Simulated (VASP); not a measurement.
# Au (P2_1/m) in VASP: single point with r2SCAN

Aim: the single point of Au with r2SCAN.

Everything below comes from runs of VASP 6.6.1. Logs are shortened: lines on timing, memory, paths and dates and some standing lists are left out, and cuts for length are marked.

## 1. The cell of the first run

The structure is monoclinic, space group P2_1/m (No. 11). The conventional cell has a = 2.900 Å, b = 4.880 Å, c = 2.900 Å, α = 90.00°, β = 120.00°, γ = 90.00°. Au (site symmetry m) has 12 Au at 2.89 to 3.07 Å within 3.8 Å.

## 2. Single point, r2SCAN (atom 1 (Au) moved by (+0.200, +0.000) A along [1 1 0] and z)

The input, POSCAR:

```
Au
1.0
    2.8999984104      0.0000000000      0.0000000000
   -1.4499992052      2.5114722944      0.0000000000
    0.0000000000      0.0000000000      4.8800000000
Au
2
Direct
    0.4102544149      0.7229768066      0.7500000000
    0.6666666667      0.3333333333      0.2500000000
```

The input, INCAR.step1:

```
SYSTEM = Au
PREC     = Accurate       ! precision mode
ENCUT    = 550            ! plane-wave cutoff, eV
ISMEAR   = 0              ! smearing method
SIGMA    = 0.15           ! smearing width, eV
LREAL    = .FALSE.        ! projectors in reciprocal space
LASPH    = .TRUE.         ! aspherical terms in the spheres
NELM     = 120            ! most SCF steps
NBANDS   = 18             ! bands
GGA      = PE             ! functional
ALGO     = Normal         ! electronic algorithm
EDIFF    = 1E-5           ! SCF threshold, eV
LWAVE    = .TRUE.         ! write WAVECAR
LCHARG   = .FALSE.        ! write CHGCAR
GGA_COMPAT= .FALSE.
```

The input, INCAR.step2:

```
SYSTEM = Au
PREC     = Accurate       ! precision mode
ENCUT    = 550            ! plane-wave cutoff, eV
EDIFF    = 1E-6           ! SCF threshold, eV
ISMEAR   = 0              ! smearing method
SIGMA    = 0.15           ! smearing width, eV
LREAL    = .FALSE.        ! projectors in reciprocal space
LASPH    = .TRUE.         ! aspherical terms in the spheres
NELM     = 120            ! most SCF steps
ALGO     = Normal         ! electronic algorithm
ISIF     = 2              ! what is computed and relaxed
LWAVE    = .FALSE.        ! write WAVECAR
LCHARG   = .TRUE.         ! write CHGCAR
METAGGA  = R2SCAN         ! meta-GGA
LMIXTAU  = .TRUE.       
LELF     = .TRUE.         ! ELF
LVHAR    = .TRUE.       
NBANDS   = 18             ! bands
ISTART   = 1            
GGA_COMPAT= .FALSE.
```

The input, KPOINTS:

```
Automatic mesh
0
G
  18 18 10
  0 0 0
```

Potentials or basis: VASP PAW PBE potentials, release 64 (Au).

The run is started by

```
$ cat potpaw_PBE.64/Au/POTCAR > POTCAR
$ cp INCAR.step1 INCAR
$ mpirun -np 1 vasp_std > vasp.out
$ cp INCAR.step2 INCAR
$ mpirun -np 1 vasp_std > vasp.out
```

OUTCAR:

```text
SYSTEM = Au
   PREC = Accurate
   ENCUT = 550
   EDIFF = 1E-6
   ISMEAR = 0
   LREAL = .FALSE.
   LASPH = .TRUE.
   NELM = 120
   ISIF = 2
   METAGGA = R2SCAN
   ISTART = 1

 ion  position               nearest neighbor table
   1  0.410  0.723  0.750-   2 2.89   2 2.89   2 2.94   2 2.94   2 3.07   2 3.07
   2  0.667  0.333  0.250-   1 2.89   1 2.89   1 2.94   1 2.94   1 3.07   1 3.07

  LATTYP: Found a hexagonal cell.
 ALAT       =     2.8999984104
 C/A-ratio  =     1.6827595431

  Lattice vectors:

 A1 = (   2.8999984104,   0.0000000000,   0.0000000000)
 A2 = (  -1.4499992052,   2.5114722944,   0.0000000000)
 A3 = (   0.0000000000,   0.0000000000,   4.8800000000)

Analysis of symmetry for initial positions (statically):
=====================================================================
 Subroutine PRICEL returns:
 Original cell was already a primitive cell.

 Routine SETGRP: Setting up the symmetry group for a
 hexagonal supercell.

 Subroutine GETGRP returns: Found  4 space group operations
 (whereof  1 operations were pure point group operations)
 out of a pool of 24 trial point group operations.

The static configuration has the point symmetry C_1 .
 The point group associated with its full space group is C_2h.

Analysis of symmetry for dynamics (positions and initial velocities):
=====================================================================
 Subroutine PRICEL returns:
 Original cell was already a primitive cell.

 Routine SETGRP: Setting up the symmetry group for a
 hexagonal supercell.

 Subroutine GETGRP returns: Found  4 space group operations
 (whereof  1 operations were pure point group operations)
 out of a pool of 24 trial point group operations.

The dynamic configuration has the point symmetry C_1 .
 The point group associated with its full space group is C_2h.

 Subroutine INISYM returns: Found  4 space group operations
 (whereof  1 operations are pure point group operations),
 and found     1 'primitive' translations

----------------------------------------------------------------------------------------

                                     Primitive cell

  volume of cell :      35.5423

  direct lattice vectors                    reciprocal lattice vectors
     2.899998410  0.000000000  0.000000000     0.344827775  0.199086409  0.000000000
    -1.449999205  2.511472294  0.000000000     0.000000000  0.398172818  0.000000000
     0.000000000  0.000000000  4.880000000     0.000000000  0.000000000  0.204918033

  length of vectors
[... 81 lines left out ...]
   NELM   =    120;   NELMIN=  2; NELMDL=  0     # of ELM steps
   EDIFF  = 0.1E-05   stopping-criterion for ELM
   LREAL  =      F    real-space projection
   EDIFFG = 0.1E-04   stopping-criterion for IOM
   NSW    =      0    number of steps for IOM
   IBRION =     -1    ionic relax: 0-MD 1-quasi-New 2-CG
   NFREE  =      0    steps in history (QN), initial steepest desc. (CG)
   ISIF   =      2    stress and relaxation
   ISYM   =      2    0-nonsym 1-usesym 2-fastsym
   POTIM  = 0.5000    time-step for ionic-motion
   TEBEG  =    0.0;   TEEND  =   0.0 temperature during run
   PSTRESS=    0.0 pullay stress
   NELECT =      22.0000    total number of electrons
   NUPDOWN=      -1.0000    fix difference up-down
   EMIN   =  10.00;   EMAX   =-10.00  energy-range for DOS
   EFERMI =   0.00;   METHOD = LEGACY
   ISMEAR =     0;   SIGMA  =   0.15  broadening in eV -4-tet -1-fermi 0-gaus
   EFERMI_NEDOS =   21; number of points for ismear=-14 and -15
   IALGO  =     38    algorithm
   IMIX   =      4    mixing-type and parameters
     AMIX     =   0.40;   BMIX     =  1.00
     AMIX_MAG =   1.60;   BMIX_MAG =  1.00
  volume/ion in A,a.u.               =      17.77       119.93
  Fermi-wavevector in a.u.,A,eV,Ry     =   1.395191  2.636529 26.484537  1.946559
  Thomas-Fermi vector in A             =   2.518667
   LORBIT       =      0    0 simple, 1 ext, 2 COOP (PROOUT), +10 PAW based schemes
   METAGGA = R2SCAN    functional components
   LHFCALC =     F    Hartree Fock is set to
   AEXX    =    0.0000 exact exchange contribution
   IVDW    =     0    specifies the selected vdW correction
   LEPSILON=     F    determine dielectric tensor
   LRPA    =     F    only Hartree local field effects (RPA)
 non-spin polarized calculation
 Gauss-broadening in eV      SIGMA  =   0.15
  energy-cutoff  :      550.00
  volume of cell :       35.54
 maximum number of plane-waves:      1065
 NGX is ok and might be reduce to    24
   NGX = 11   NGY = 11   NGZ = 19

 number of electron      22.0000000 magnetization

 Free energy of the ion-electron system (eV)
  ---------------------------------------------------
  ext. energy  EPLUGINS =         0.00000000
  ---------------------------------------------------
  free energy    TOTEN  =      -101.16937263 eV

  energy without entropy =     -101.16147985  energy(sigma->0) =     -101.16542624

 E-fermi :   8.6295     XC(G=0): -13.3261

 val. band max:        8.6111047681   @ k =   0.1111   0.3889   0.0000
 cond. band min:       8.6367749849   @ k =   0.5000  -0.0000   0.2000
 fundamental gap:      0.0256702168
 Fermi energy:         8.6295207313

 k-point     1 :       0.0000    0.0000    0.0000
  band No.  band energies     occupation
      1      -0.9921      2.00000
      2       1.3456      2.00000
      3       3.6110      2.00000
      4       3.9666      2.00000
      5       4.0949      2.00000
      6       4.3023      2.00000
[... 481 lines left out ...]
      5       4.1897      2.00000
      6       4.3284      2.00000
[... 10 lines left out ...]
     17      20.4521      0.00000
     18      24.5860      0.00000

 [... further k-points ...]

------------------------ aborting loop because EDIFF is reached ----------------------------------------

  FORCE on cell =-STRESS in cart. coord.  units (eV):
  Direction    XX          YY          ZZ          XY          YZ          ZX
  --------------------------------------------------------------------------------------
  -------------------------------------------------------------------------------------
  Total       -0.3247797     -0.2081765     -0.1334423     -0.0452072      0.0000000      0.0000000
  in kB      -14.6404183     -9.3841785     -6.0153096     -2.0378478      0.0000000      0.0000000
  external PRESSURE =     -10.0133021 kB  Pullay stress =       0.0000000 kB

 VOLUME and BASIS-vectors are now :
 -----------------------------------------------------------------------------
  energy-cutoff  :      550.00
  volume of cell :       35.54
      direct lattice vectors                 reciprocal lattice vectors
     2.899998410  0.000000000  0.000000000     0.344827775  0.199086409  0.000000000
    -1.449999205  2.511472294  0.000000000     0.000000000  0.398172818  0.000000000
     0.000000000  0.000000000  4.880000000     0.000000000  0.000000000  0.204918033

 POSITION                                       TOTAL-FORCE (eV/Angst)
 -----------------------------------------------------------------------------------
      0.14142      1.81574      3.66000        -0.008698     -0.057986      0.000000
      1.45000      0.83716      1.22000         0.008698      0.057986     -0.000000
 -----------------------------------------------------------------------------------
    total drift:                               -0.000002     -0.000003     -0.000000

  FREE ENERGIE OF THE ION-ELECTRON SYSTEM (eV)
  ---------------------------------------------------
  free  energy   TOTEN  =      -101.1693726329 eV

  energy  without entropy=     -101.1614798473  energy(sigma->0) =     -101.16542624
```

OSZICAR.step1:

```text
N       E                     dE             d eps       ncg     rms          rms(c)
DAV:   1     0.127384855069E+03    0.12738E+03   -0.12097E+04 35440   0.124E+03
DAV:   2    -0.478355545301E+01   -0.13217E+03   -0.12601E+03 37466   0.266E+02
DAV:   3    -0.694341320857E+01   -0.21599E+01   -0.21477E+01 41510   0.344E+01
DAV:   4    -0.695277259638E+01   -0.93594E-02   -0.93582E-02 38980   0.237E+00
DAV:   5    -0.695285920926E+01   -0.86613E-04   -0.86613E-04 39122   0.244E-01    0.117E+01
DAV:   6    -0.645410149619E+01    0.49876E+00   -0.95934E-01 36640   0.896E+00    0.760E+00
DAV:   7    -0.642287429710E+01    0.31227E-01   -0.90959E-02 39118   0.274E+00    0.335E+00
DAV:   8    -0.641908249079E+01    0.37918E-02   -0.71633E-03 36898   0.678E-01    0.336E-01
DAV:   9    -0.641905846793E+01    0.24023E-04   -0.35513E-05 39502   0.510E-02    0.237E-02
DAV:  10    -0.641907343015E+01   -0.14962E-04   -0.76734E-06 28916   0.265E-02    0.686E-03
DAV:  11    -0.641907312929E+01    0.30086E-06   -0.40942E-07 18324   0.542E-03
   1 F= -.64190731E+01 E0= -.64145534E+01  d E =-.903954E-02
```

Run time: 10 min. Hardware: 1 thread of Intel Xeon 6975P-C (Granite Rapids), shared host; peak memory 0.63 GiB.

Results:

```yaml
Free_energy: -101.1694 eV
Pressure: -1.0 GPa
Largest_force: 0.059 eV/Å
Band_gap_on_the_k_mesh: zero (bands 11 and 12 overlap by 6.88 eV)
```

Forces on the atoms (eV/Å):
```
Au  -0.009 -0.058  0.000
Au   0.009  0.058  0.000
```

Stress tensor (GPa, compression positive):
```
-1.46 -0.20  0.00
-0.20 -0.94  0.00
 0.00  0.00 -0.60
```

Caveat: the cell differs from its parent crystal (atom 1 (Au) moved by (+0.200, +0.000) A along [1 1 0] and z); the PAW data sets were made with another functional, which shifts forces and pressure a little; spin-orbit coupling is left out, which moves the levels of the heavy elements.

The gap in the log of VASP goes by the Fermi energy; the results here count the filled bands.